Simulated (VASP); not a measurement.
Runs of VASP 6.6.1 on TaN. The structure is that of space group P-6m2 (No. 187), or close to it. The cells are those of the table. 

```tsv
task	level	potentials or basis	cell	cutoff (eV)	gap on the mesh (eV)	pressure (GPa)	relaxed volume (Å³/atom)
single point	LDA	VASP PAW LDA potentials, release 64 (Ta_sv_GW, N)	a = 2.906, b = 2.906, c = 2.852 Å, angles 90.0, 90.0, 120.0°, 2 atoms	700	none	(a)	-
relaxation of cell and atoms	r2SCAN	VASP PAW PBE potentials, release 64 (Ta_pv, N)	relaxed from a = 2.950, b = 2.950, c = 2.898 Å, angles 90.0, 90.0, 120.0°, 2 atoms	600	none	0.0	10.82
relaxation of cell and atoms	LDA	VASP PAW LDA potentials, release 64 (Ta_pv, N)	relaxed from a = 2.950, b = 2.950, c = 2.898 Å, angles 90.0, 90.0, 120.0°, 2 atoms	600	none	0.0	(b)
single point	LDA	VASP PAW LDA potentials, release 64 (Ta_pv, N)	a = 2.906, b = 2.906, c = 2.852 Å, angles 90.0, 90.0, 120.0°, 2 atoms	520	none	2.0	-
single point	r2SCAN	VASP PAW PBE potentials, release 64 (Ta_pv, N)	a = 2.936, b = 2.936, c = 2.885 Å, angles 90.0, 90.0, 120.0°, 2 atoms	520	none	1.6	-
relaxation of cell and atoms	LDA	VASP PAW LDA potentials, release 64 (Ta_sv_GW, N)	relaxed from a = 2.950, b = 2.950, c = 2.898 Å, angles 90.0, 90.0, 120.0°, 2 atoms	700	none	0.0	10.46
```

Alike in all rows: no spin polarisation; k mesh 12 × 12 × 8; smearing fermi-dirac 0.02 eV.

Question: Fill in the values left out.

Answer: (a) 1.2; (b) 10.48.

Caveats: spin-orbit coupling is left out, which moves the levels of the heavy elements; the PAW data sets were made with another functional, which shifts forces and pressure a little (at least some runs).

A k mesh can miss the band edges, and the runs leave out spin-orbit coupling on Ta.

A gap of «none» marks levels without a gap at the run's occupations.

The runs don't all hold the same shells in valence.
